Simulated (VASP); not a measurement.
# Ti in VASP: settings compared, part 2 of 2

VASP 6.6.1. Earlier steps stand in the parts before.

**3. Single point, PBE+D3(BJ)**

This run uses another cell than the first one, of 16.24 Å³/atom, 0.954 times its volume.

INCAR

```
PREC     = Accurate       # precision mode
ENCUT    = 520            # plane-wave cutoff, eV
EDIFF    = 1E-6           # SCF threshold, eV
ISMEAR   = -1             # smearing method
SIGMA    = 0.05           # smearing width, eV
LREAL    = False          # projectors in reciprocal space
LASPH    = True           # aspherical terms in the spheres
NELM     = 100            # most SCF steps
ALGO     = Normal         # electronic algorithm
ISIF     = 2              # what is computed and relaxed
LWAVE    = False          # write WAVECAR
LCHARG   = False          # write CHGCAR
GGA      = PE             # functional
IVDW     = 12             # dispersion correction
NBANDS   = 25             # bands
```

KPOINTS

```
regular mesh
0
Gamma
  7 7 9
```

POSCAR

```
Ti
1.0
    4.4954701791      0.0000000000      0.0000000000
   -2.2477350895      3.8931913770      0.0000000000
    0.0000000000      0.0000000000      2.7842809213
Ti
3
Direct
    0.6666666667      0.3333333333      0.5000000000
    0.3333333333      0.6666666667      0.5000000000
    0.0000000000      0.0000000000      0.0000000000
```

Potentials or basis: VASP PAW PBE potentials, release 64 (Ti_sv).

Run with:

```console
> cat potpaw_PBE.64/Ti_sv/POTCAR > POTCAR
> mpirun -np 1 vasp_std > vasp.out
```

OUTCAR:

```text
PREC = Accurate
   ENCUT = 520
   EDIFF = 1E-6
   ISMEAR = -1
   LREAL = False
   LASPH = True
   NELM = 100
   ISIF = 2
   GGA = PE
   IVDW = 12
 IVDW          = 12

 ion  position               nearest neighbor table
   1  0.667  0.333  0.500-   2 2.60   2 2.60   2 2.60
   2  0.333  0.667  0.500-   1 2.60   1 2.60   1 2.60
   3  0.000  0.000  0.000-

  LATTYP: Found a hexagonal cell.
 ALAT       =     4.4954701791
 C/A-ratio  =     0.6193525505

  Lattice vectors:

 A1 = (   4.4954701791,   0.0000000000,   0.0000000000)
 A2 = (  -2.2477350895,   3.8931913770,   0.0000000000)
 A3 = (   0.0000000000,   0.0000000000,   2.7842809213)

Analysis of symmetry for initial positions (statically):
=====================================================================
 Subroutine PRICEL returns:
 Original cell was already a primitive cell.

 Routine SETGRP: Setting up the symmetry group for a
 hexagonal supercell.

 Subroutine GETGRP returns: Found 24 space group operations
 (whereof 24 operations were pure point group operations)
 out of a pool of 24 trial point group operations.

The static configuration has the point symmetry D_6h.
[... 160 lines left out ...]

  energy without entropy =      -23.46263408  energy(sigma->0) =      -23.47371119

 E-fermi :   8.9493     XC(G=0): -11.8167

 val. band max:        8.9455607974   @ k =   0.4286   0.1429   0.3333
 cond. band min:       8.9828336737   @ k =   0.4286   0.1429   0.2222
 fundamental gap:      0.0372728763
 Fermi energy:         8.9492928638

 k-point     1 :       0.0000    0.0000    0.0000
  band No.  band energies     occupation
      1     -47.8374      2.00000
      2     -47.5833      2.00000
      3     -47.3907      2.00000
      4     -24.1694      2.00000
      5     -24.1694      2.00000
      6     -24.1000      2.00000
[... 661 lines left out ...]
     24      11.6755      0.00000
     25      11.7097      0.00000

 [... further k-points ...]

------------------------ aborting loop because EDIFF is reached ----------------------------------------

 Edisp (eV)   -1.93439

 E8    (eV) :    -0.9184

  FORCE on cell =-STRESS in cart. coord.  units (eV):
  Direction    XX          YY          ZZ          XY          YZ          ZX
  --------------------------------------------------------------------------------------
  -------------------------------------------------------------------------------------
  Total      -0.09000    -0.09000    -0.09037    -0.00000    -0.00000    -0.00000
  in kB      -2.95917    -2.95917    -2.97141    -0.00000    -0.00000    -0.00000
  external pressure =       -2.96 kB  Pullay stress =        0.00 kB

 VOLUME and BASIS-vectors are now :
 -----------------------------------------------------------------------------
  energy-cutoff  :      520.00
  volume of cell :       48.73
      direct lattice vectors                 reciprocal lattice vectors
     4.495470179  0.000000000  0.000000000     0.222446142  0.128429340  0.000000000
    -2.247735089  3.893191377  0.000000000     0.000000000  0.256858680  0.000000000
     0.000000000  0.000000000  2.784280921     0.000000000  0.000000000  0.359159161

 POSITION                                       TOTAL-FORCE (eV/Angst)
 -----------------------------------------------------------------------------------
      2.24774      1.29773      1.39214         0.000000      0.000000      0.000000
     -0.00000      2.59546      1.39214        -0.000000      0.000000     -0.000000
      0.00000      0.00000      0.00000        -0.000000      0.000000      0.000000
 -----------------------------------------------------------------------------------
    total drift:                                0.000000      0.000000     -0.000000

  FREE ENERGIE OF THE ION-ELECTRON SYSTEM (eV)
  ---------------------------------------------------
  free  energy   TOTEN  =       -25.4191800484 eV

  energy  without entropy=      -25.3970258302  energy(sigma->0) =      -25.40810294
```

stdout:

```text
POSCAR found type information on POSCAR Ti
 POSCAR found :  1 types and       3 ions
 scaLAPACK will be used
 LDA part: xc-table for (Slater+PW92), standard interpolation
 POSCAR, INCAR and KPOINTS ok, starting setup
 FFT: planning ... GRIDC
 FFT: planning ... GRID_SOFT
 FFT: planning ... GRID
 WAVECAR not read
 entering main loop
```

Wall time 60 s (1 thread of Intel Xeon Platinum 8259CL at 2.50GHz (Skylake/Cascade Lake), shared host); peak memory 0.2 GiB.

Results:

| Quantity | Value |
| --- | --- |
| Free energy | -25.4192 eV |
| Pressure | -0.3 GPa |
| Band gap on the k mesh | zero (band 18 reaches 9.15 eV, above the bottom of band 19 at 8.85 eV) |
| Dispersion energy per atom | -0.645 eV |

Levels at points of the mesh, in eV from the Fermi level:
| k point | band 16 | band 17 | band 18 | band 19 | band 20 | band 21 |
| --- | --- | --- | --- | --- | --- | --- |
| (0.00, 0.00, 0.00) | -0.72 | -0.63 | -0.63 | -0.01 | 0.72 | 1.36 |

Caveat: pairwise dispersion overbinds metals, which lowers pressure and volume.

**4. Single point, PBE+D3(BJ)**

This run uses another cell than the first one, of 16.41 Å³/atom, 0.964 times its volume.

INCAR

```
PREC     = Accurate       # precision mode
ENCUT    = 520            # plane-wave cutoff, eV
EDIFF    = 1E-6           # SCF threshold, eV
ISMEAR   = -1             # smearing method
SIGMA    = 0.05           # smearing width, eV
LREAL    = F              # projectors in reciprocal space
LASPH    = T              # aspherical terms in the spheres
NELM     = 80             # most SCF steps
ALGO     = Normal         # electronic algorithm
ISIF     = 2              # what is computed and relaxed
LWAVE    = F              # write WAVECAR
LCHARG   = F              # write CHGCAR
GGA      = PE             # functional
IVDW     = 12             # dispersion correction
NBANDS   = 25             # bands
```

KPOINTS is that of step 3.

POSCAR

```
Ti
1.0
    4.5116531179      0.0000000000      0.0000000000
   -2.2558265589      3.9072062131      0.0000000000
    0.0000000000      0.0000000000      2.7924369238
Ti
3
Direct
    0.6666666667      0.3333333333      0.5000000000
    0.3333333333      0.6666666667      0.5000000000
    0.0000000000      0.0000000000      0.0000000000
```

Run with:

```console
> cat potpaw_PBE.64/Ti_sv/POTCAR > POTCAR
> mpirun -np 1 vasp_std > vasp.out
```

Wall time 63 s (1 thread of Intel Xeon Platinum 8259CL at 2.50GHz (Skylake/Cascade Lake), shared host); peak memory 0.2 GiB.

Results (log left out):

| Quantity | Value |
| --- | --- |
| Free energy | -25.4166 eV |
| Pressure | -1.4 GPa |
| Band gap on the k mesh | zero (band 18 reaches 9.04 eV, above the bottom of band 19 at 8.74 eV) |
| Dispersion energy per atom | -0.638 eV |

Levels at points of the mesh, in eV from the Fermi level:
| k point | band 16 | band 17 | band 18 | band 19 | band 20 | band 21 |
| --- | --- | --- | --- | --- | --- | --- |
| (0.00, 0.00, 0.00) | -0.71 | -0.62 | -0.62 | -0.02 | 0.71 | 1.34 |

Caveat: three body term missing; pairwise dispersion overbinds metals, which lowers pressure and volume.

**5. The runs side by side**

```csv
task,level,cell,k mesh,gap on the mesh (eV),pressure (GPa)
relaxation of the atoms,PBEsol,"atoms relaxed from a = 4.568, b = 4.607, c = 2.826 Å, angles 90.0, 90.0, 120.9°, 3 atoms",6 × 6 × 8,none,-3.8
single point,PBE+D3(BJ),"a = 4.495, b = 4.495, c = 2.784 Å, angles 90.0, 90.0, 120.0°, 3 atoms",7 × 7 × 9,none,-0.3
single point,PBE+D3(BJ),"a = 4.512, b = 4.512, c = 2.792 Å, angles 90.0, 90.0, 120.0°, 3 atoms",7 × 7 × 9,none,-1.4
```

Alike in all rows: potentials or basis VASP PAW PBE potentials, release 64 (Ti_sv); no spin polarisation; cutoff (eV) 520; smearing fermi-dirac 0.05 eV.

Caveats: pairwise dispersion overbinds metals, which lowers pressure and volume (some runs); the PAW data sets were made with another functional, which shifts forces and pressure a little (some runs); three body term missing (some runs).

Absolute energies hang on the potentials; compare differences alone.
